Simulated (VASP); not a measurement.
# Zr (Cmcm) in VASP: single point with PBEsol

Aim: the single point of Zr with PBEsol.

All numbers are computed with VASP 6.6.1; they aren't measurements. Logs are shortened: lines on timing, memory, paths and dates and some standing lists are left out, and cuts for length are marked.

## Step 1: The cell of the first run

The structure is orthorhombic, space group Cmcm (No. 63). Conventional cell: a = 3.433 Å, b = 10.407 Å, c = 4.282 Å, α = 90.00°, β = 90.00°, γ = 90.00°. Within 4.5 Å of Zr (site symmetry m2m) lie 10 Zr at 3.43 to 4.28 Å.

## Step 2: Single point, PBEsol

File INCAR:

```
  PREC = Accurate
  ENCUT = 520
  EDIFF = 1E-6
  ISMEAR = -1
  SIGMA = 0.1
  LREAL = F
  LASPH = T
  NELM = 100
  ALGO = Normal
  ISIF = 2
  LWAVE = F
  LCHARG = T
  GGA = PS
  LELF = T
  LVHAR = T
  NBANDS = 19
```

File KPOINTS:

```
Automatic mesh
0
Gamma
  7 7 6
```

File POSCAR:

```
Zr
1.0
    1.7166630000     -5.2034080000      0.0000000000
    1.7166630000      5.2034080000      0.0000000000
    0.0000000000      0.0000000000      4.2824320000
Zr
2
Direct
    0.8587500000      0.1412500000      0.7500000000
    0.1412500000      0.8587500000      0.2500000000
```

Potentials or basis: VASP PAW PBE potentials, release 64 (Zr_sv).

On the command line:

```console
> cat potpaw_PBE.64/Zr_sv/POTCAR > POTCAR
> mpirun -np 1 vasp_std > vasp.out
```

OUTCAR:

```text
PREC = Accurate
   ENCUT = 520
   EDIFF = 1E-6
   ISMEAR = -1
   LREAL = F
   LASPH = T
   NELM = 100
   ISIF = 2
   GGA = PS

 ion  position               nearest neighbor table
   1  0.859  0.141  0.750-   2 3.56   2 3.56   2 3.56   2 3.56   2 3.64   2 3.64
   2  0.141  0.859  0.250-   1 3.56   1 3.56   1 3.56   1 3.56   1 3.64   1 3.64

  LATTYP: Found a base centered orthorhombic cell.
 ALAT       =     3.4333260000
 B/A-ratio  =     3.0311179305
 C/A-ratio  =     1.2473129554

  Lattice vectors:

 A1 = (   1.7166630000,  -5.2034080000,   0.0000000000)
 A2 = (   1.7166630000,   5.2034080000,   0.0000000000)
 A3 = (   0.0000000000,   0.0000000000,   4.2824320000)

Analysis of symmetry for initial positions (statically):
=====================================================================
 Subroutine PRICEL returns:
 Original cell was already a primitive cell.

 Routine SETGRP: Setting up the symmetry group for a
 base centered orthorhombic supercell.

 Subroutine GETGRP returns: Found  8 space group operations
 (whereof  4 operations were pure point group operations)
 out of a pool of  8 trial point group operations.

The static configuration has the point symmetry C_2h.
 The point group associated with its full space group is D_2h.

Analysis of symmetry for dynamics (positions and initial velocities):
=====================================================================
 Subroutine PRICEL returns:
 Original cell was already a primitive cell.

 Routine SETGRP: Setting up the symmetry group for a
 base centered orthorhombic supercell.

 Subroutine GETGRP returns: Found  8 space group operations
 (whereof  4 operations were pure point group operations)
 out of a pool of  8 trial point group operations.

The dynamic configuration has the point symmetry C_2h.
 The point group associated with its full space group is D_2h.

 Subroutine INISYM returns: Found  8 space group operations
 (whereof  4 operations are pure point group operations),
 and found     1 'primitive' translations

----------------------------------------------------------------------------------------

                                     Primitive cell

  volume of cell :      76.5056

  direct lattice vectors                    reciprocal lattice vectors
     1.716663000 -5.203408000  0.000000000     0.291262758 -0.096090870  0.000000000
     1.716663000  5.203408000  0.000000000     0.291262758  0.096090870  0.000000000
     0.000000000  0.000000000  4.282432000     0.000000000  0.000000000  0.233512173

  length of vectors
     5.479268808  5.479268808  4.282432000     0.306704173  0.306704173  0.233512173

  position of ions in fractional coordinates (direct lattice)
     0.858750000  0.141250000  0.750000000
     0.141250000  0.858750000  0.250000000

  ion indices of the primitive-cell ions
   primitive index   ion index
                 1           1
                 2           2

----------------------------------------------------------------------------------------

 KPOINTS: Automatic mesh

Automatic generation of k-mesh.
 Grid dimensions read from file:
 generate k-points for:    7    7    6

 Generating k-lattice:

  Cartesian coordinates                     Fractional coordinates (reciprocal lattice)
     0.041608965 -0.013727267  0.000000000     0.142857143 -0.000000000  0.000000000
     0.041608965  0.013727267  0.000000000    -0.000000000  0.142857143  0.000000000
     0.000000000  0.000000000  0.038918695     0.000000000  0.000000000  0.166666667

  Length of vectors
     0.043814882  0.043814882  0.038918695

  Shift w.r.t. Gamma in fractional coordinates (k-lattice)
     0.000000000  0.000000000  0.000000000

 Subroutine IBZKPT returns following result:
 ===========================================

 Found     64 irreducible k-points:

 Following reciprocal coordinates:
            Coordinates               Weight
  0.000000  0.000000  0.000000      1.000000
  0.142857  0.000000  0.000000      4.000000
  0.285714  0.000000  0.000000      4.000000
  0.428571  0.000000  0.000000      4.000000
  0.142857  0.142857  0.000000      2.000000
  0.285714  0.142857  0.000000      4.000000
[... 16 lines left out ...]
  0.428571  0.142857  0.166667      8.000000
 -0.428571  0.142857  0.166667      8.000000
 [... further k-points ...]
   k-points           NKPTS =     64   k-points in BZ     NKDIM =     64   number of bands    NBANDS=     19
   number of dos      NEDOS =    301   number of ions     NIONS =      2
   total plane-waves  NPLWV =  56448
   dimension x,y,z NGX =    42 NGY =   42 NGZ =   32
   dimension x,y,z NGXF=    84 NGYF=   84 NGZF=   64
   ions per type =               2
   NGX,Y,Z   is equivalent  to a cutoff of  12.74, 12.74, 12.42 a.u.
   NGXF,Y,Z  is equivalent  to a cutoff of  25.49, 25.49, 24.85 a.u.
 SYSTEM =  unknown system
   PREC   = accura    normal or accurate (medium, high low for compatibility)
   ISTART =      0    job   : 0-new  1-cont  2-samecut
   ICHARG =      2    charge: 1-file 2-atom 10-const
   ISPIN  =      1    spin polarized calculation?
   LNONCOLLINEAR =      F non collinear calculations
   LSORBIT =      F    spin-orbit coupling
   LASPH  =      T    aspherical Exc in radial PAW
   ENCUT  =  520.0 eV  38.22 Ry    6.18 a.u.  10.19 10.19  7.96*2*pi/ulx,y,z
   NELM   =    100;   NELMIN=  2; NELMDL= -5     # of ELM steps
   EDIFF  = 0.1E-05   stopping-criterion for ELM
   LREAL  =      F    real-space projection
   EDIFFG = 0.1E-04   stopping-criterion for IOM
   NSW    =      0    number of steps for IOM
   IBRION =     -1    ionic relax: 0-MD 1-quasi-New 2-CG
   NFREE  =      0    steps in history (QN), initial steepest desc. (CG)
   ISIF   =      2    stress and relaxation
   ISYM   =      2    0-nonsym 1-usesym 2-fastsym
   POTIM  = 0.5000    time-step for ionic-motion
   TEBEG  =    0.0;   TEEND  =   0.0 temperature during run
   PSTRESS=    0.0 pullay stress
   NELECT =      24.0000    total number of electrons
   NUPDOWN=      -1.0000    fix difference up-down
   EMIN   =  10.00;   EMAX   =-10.00  energy-range for DOS
   EFERMI =   0.00;   METHOD = LEGACY
   ISMEAR =    -1;   SIGMA  =   0.10  broadening in eV -4-tet -1-fermi 0-gaus
   EFERMI_NEDOS =   21; number of points for ismear=-14 and -15
   IALGO  =     38    algorithm
   IMIX   =      4    mixing-type and parameters
     AMIX     =   0.40;   BMIX     =  1.00
     AMIX_MAG =   1.60;   BMIX_MAG =  1.00
  volume/ion in A,a.u.               =      38.25       258.14
  Fermi-wavevector in a.u.,A,eV,Ry     =   1.112365  2.102066 16.835259  1.237357
  Thomas-Fermi vector in A             =   2.248939
   LORBIT       =      0    0 simple, 1 ext, 2 COOP (PROOUT), +10 PAW based schemes
   GGA     = PS    functional components
   LHFCALC =     F    Hartree Fock is set to
   AEXX    =    0.0000 exact exchange contribution
   IVDW    =     0    specifies the selected vdW correction
   LEPSILON=     F    determine dielectric tensor
   LRPA    =     F    only Hartree local field effects (RPA)
 non-spin polarized calculation
  energy-cutoff  :      520.00
  volume of cell :       76.51
 maximum number of plane-waves:      2092
 NGX is ok and might be reduce to    42
   NGX = 21   NGY = 21   NGZ = 15

 number of electron      24.0000000 magnetization

 Free energy of the ion-electron system (eV)
  ---------------------------------------------------
  ext. energy  EPLUGINS =         0.00000000
  ---------------------------------------------------
  free energy    TOTEN  =       -15.08182917 eV

  energy without entropy =      -14.93096639  energy(sigma->0) =      -15.00639778

 E-fermi :   4.1615     XC(G=0):  -9.0577

 val. band max:        4.1519804640   @ k =   0.2857   0.0000   0.0000
 cond. band min:       4.1767907781   @ k =  -0.2857   0.1429   0.0000
 fundamental gap:      0.0248103141
 Fermi energy:         4.1614891029

 k-point     1 :       0.0000    0.0000    0.0000
  band No.  band energies     occupation
      1     -45.3972      2.00000
      2     -45.3659      2.00000
      3     -23.4443      2.00000
      4     -23.4179      2.00000
      5     -23.2796      2.00000
      6     -23.2428      2.00000
[... 11 lines left out ...]
     18       6.9467      0.00000
     19       7.1654      0.00000

 k-point     2 :       0.1429    0.0000    0.0000
  band No.  band energies     occupation
      1     -45.3923      2.00000
      2     -45.3639      2.00000
      3     -23.4342      2.00000
      4     -23.4072      2.00000
      5     -23.2816      2.00000
      6     -23.2719      2.00000
[... 11 lines left out ...]
     18       6.6014      0.00000
     19       7.4724      0.00000

 k-point     3 :       0.2857    0.0000    0.0000
  band No.  band energies     occupation
      1     -45.3806      2.00000
      2     -45.3600      2.00000
      3     -23.4191      2.00000
      4     -23.3801      2.00000
      5     -23.3650      2.00000
      6     -23.3020      2.00000
[... 11 lines left out ...]
     18       6.3627      0.00000
     19       7.3516      0.00000

 k-point     4 :       0.4286    0.0000    0.0000
  band No.  band energies     occupation
      1     -45.3695      2.00000
      2     -45.3586      2.00000
      3     -23.4452      2.00000
      4     -23.4420      2.00000
      5     -23.3506      2.00000
      6     -23.3293      2.00000
[... 407 lines left out ...]
     18       6.4830      0.00000
     19       7.6410      0.00000

 k-point    23 :       0.4286    0.1429    0.1667
  band No.  band energies     occupation
      1     -45.3668      2.00000
      2     -45.3610      2.00000
      3     -23.4481      2.00000
      4     -23.4361      2.00000
      5     -23.3565      2.00000
      6     -23.3314      2.00000
[... 11 lines left out ...]
     18       6.7084      0.00000
     19       7.5694      0.00000

 k-point    24 :      -0.4286    0.1429    0.1667
  band No.  band energies     occupation
      1     -45.3766      2.00000
      2     -45.3637      2.00000
      3     -23.4112      2.00000
      4     -23.3782      2.00000
      5     -23.3586      2.00000
      6     -23.3153      2.00000
[... 11 lines left out ...]
     18       6.2576      0.00000
     19       7.0113      0.00000

 [... further k-points ...]

------------------------ aborting loop because EDIFF is reached ----------------------------------------

  FORCE on cell =-STRESS in cart. coord.  units (eV):
  Direction    XX          YY          ZZ          XY          YZ          ZX
  --------------------------------------------------------------------------------------
  -------------------------------------------------------------------------------------
  Total       -7.6193715     -7.9799745     -9.0891420      0.0000000      0.0000000      0.0000000
  in kB     -159.5645203   -167.1162526   -190.3443870      0.0000000      0.0000000      0.0000000
  external PRESSURE =    -172.3417200 kB  Pullay stress =       0.0000000 kB

 VOLUME and BASIS-vectors are now :
 -----------------------------------------------------------------------------
  energy-cutoff  :      520.00
  volume of cell :       76.51
      direct lattice vectors                 reciprocal lattice vectors
     1.716663000 -5.203408000  0.000000000     0.291262758 -0.096090870  0.000000000
     1.716663000  5.203408000  0.000000000     0.291262758  0.096090870  0.000000000
     0.000000000  0.000000000  4.282432000     0.000000000  0.000000000  0.233512173

 POSITION                                       TOTAL-FORCE (eV/Angst)
 -----------------------------------------------------------------------------------
      1.71666     -3.73345      3.21182         0.000000      0.811271     -0.000000
      1.71666      3.73345      1.07061         0.000000     -0.811271      0.000000
 -----------------------------------------------------------------------------------
    total drift:                                0.000000      0.000000     -0.000000

  FREE ENERGIE OF THE ION-ELECTRON SYSTEM (eV)
  ---------------------------------------------------
  free  energy   TOTEN  =       -15.0818291656 eV

  energy  without entropy=      -14.9309663933  energy(sigma->0) =      -15.00639778
```

Wall time 92 s (1 thread of AMD EPYC 7R13 (Zen 3), shared host); peak memory 0.23 GiB.

Results:

| Quantity | Value |
| --- | --- |
| Free energy | -15.0818 eV |
| Pressure | -17.2 GPa |
| Largest force | 0.811 eV/Å |
| Band gap on the k mesh | zero (band 12 reaches 4.62 eV, above the bottom of band 13 at 4.04 eV) |

Forces in eV/Å, atoms in the order of the input:
```
Zr   0.000  0.811  0.000
Zr   0.000 -0.811  0.000
```

Stress tensor (GPa, compression positive):
```
-15.96   0.00   0.00
  0.00 -16.71   0.00
  0.00   0.00 -19.03
```

Caveat: the PAW data sets were made with another functional, which shifts forces and pressure a little.
